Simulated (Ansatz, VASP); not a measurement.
# Two plane-wave programs on Bi3P2

```xyz
10
Lattice="3.3469 1.9323 6.9753 -3.3469 1.9323 6.9753 0.0000 -3.8647 6.9753" Properties=species:S:1:pos:R:3 pbc="T T T"
Bi   -0.8070   -1.9323    8.7191
Bi    2.0769    0.2673    8.7191
Bi   -1.2700    1.6650    8.7191
Bi    0.8070    1.9323   12.2068
Bi   -2.0769   -0.2673   12.2068
Bi    1.2700   -1.6650   12.2068
P     0.0000    0.0000   17.0134
P     0.0000    0.0000   14.3755
P     0.0000    0.0000    3.9126
P     0.0000    0.0000    6.5504
```

Alike in both runs: functional PBE; k mesh 3 × 3 × 3; occupations gaussian, width 0.1 eV; no spin polarisation.

Ansatz relaxed the structure, and its values are those at the end. VASP's run is a single point on that final structure, the one shown.

|  | VASP | Ansatz |
| --- | --- | --- |
| version | VASP 6.6.1 | Ansatz 0.2.0 |
| potentials or method | VASP PAW PBE potentials, release 64 (Bi_d, P), cutoff 500 eV | scalar-relativistic, plane waves, PAW |
| valence electrons in the cell | 110 | 110 |

Ansatz gave:

```
gap on the k mesh at the Fermi level (eV) : none
pressure (GPa)                            : -0.2
rms of the force components (eV/Å)        : 0.005
```

Q: Estimate VASP's values.

A: gap on the k mesh at the Fermi level (eV): none; pressure (GPa): -0.2; rms of the force components (eV/Å): 0.008.

A gap of «none» marks a metal or a gap that the smearing closes.

The k mesh is coarse, so the values compare programs but aren't converged. Spin-orbit coupling is off throughout.
